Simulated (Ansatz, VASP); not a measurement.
NaZr2: VASP beside Ansatz

INCAR

```
ALGO = Normal
EDIFF = 1E-8
ENCUT = 520
GGA = PE
ISIF = 2
ISMEAR = -1
LASPH = T
LCHARG = F
LEFG = T
LREAL = F
LWAVE = F
NBANDS = 40
NELM = 80
PREC = Accurate
SIGMA = 0.05
```

Contents of KPOINTS:

```
k-points
0
Gamma
  7 7 7
```

POSCAR

```
NaZr2
1.0
    0.0000000000      4.2947616489      4.2947616489
    4.2947616489      0.0000000000      4.2947616489
    4.2947616489      4.2947616489      0.0000000000
Na Zr
2 4
Direct
    0.1250000000      0.1250000000      0.1250000000
   -0.1250000000     -0.1250000000     -0.1250000000
    0.5000000000      0.5000000000      0.5000000000
    0.5000000000      0.5000000000      0.0000000000
    0.5000000000      0.0000000000      0.5000000000
    0.0000000000      0.5000000000      0.5000000000
```

Input for Ansatz:

```yaml
crystal:
  lattice:
    - [0.0, 4.2947616489, 4.2947616489]
    - [4.2947616489, 0.0, 4.2947616489]
    - [4.2947616489, 4.2947616489, 0.0]
  atoms:
    - { symbol: Na, position: [0.125, 0.125, 0.125] }
    - { symbol: Na, position: [-0.125, -0.125, -0.125] }
    - { symbol: Zr, position: [0.5, 0.5, 0.5] }
    - { symbol: Zr, position: [0.5, 0.5, 0.0] }
    - { symbol: Zr, position: [0.5, 0.0, 0.5] }
    - { symbol: Zr, position: [0.0, 0.5, 0.5] }
kpoints:
  mp_grid: { grid: [7, 7, 7] }
scf:
  occupations: { method: fermi_dirac, width: 0.05 }
hamiltonian:
  xc: pbe
  pseudopotentials: { kind: paw }
output:
  forces: true
  stress: true
  eigenvalues: true
  efg: { contact_densities: true }
  populations: true
  bader: true
  dos: { projected: true, de: 0.2, e_range: [-14, 8] }
  write_density: true
  write_potential: true
  elf: true
  volumetric_format: npy
```

Alike in both runs: task electric field gradients; functional PBE; k mesh 7 × 7 × 7; occupations fermi-dirac, width 0.05 eV; no spin polarisation.

|  | VASP | Ansatz |
| --- | --- | --- |
| version | VASP 6.6.1 | Ansatz 0.2.0 |
| potentials or method | VASP PAW PBE potentials, release 64 (Na_pv, Zr_sv) | PAW with Ansatz's default frozen-core files, scalar-relativistic |
| plane-wave cutoff (eV) | 520 | 420 |
| valence electrons in the cell | 62 | 66 |

Ansatz gave:

* pressure (GPa): 0.0
* size of Vzz on the site where it differs most (V/Å²): 25.3

**Question.** What did VASP give for the same quantities?

**Answer.** Pressure (GPa): 0.0; size of Vzz on the site where it differs most (V/Å²): 17.9.

With one functional, cell and mesh, what is left measures potentials, basis and numerics. VASP's potentials hold 62 valence electrons a cell and Ansatz's 66, so a difference there can come from the potentials and not from the codes.
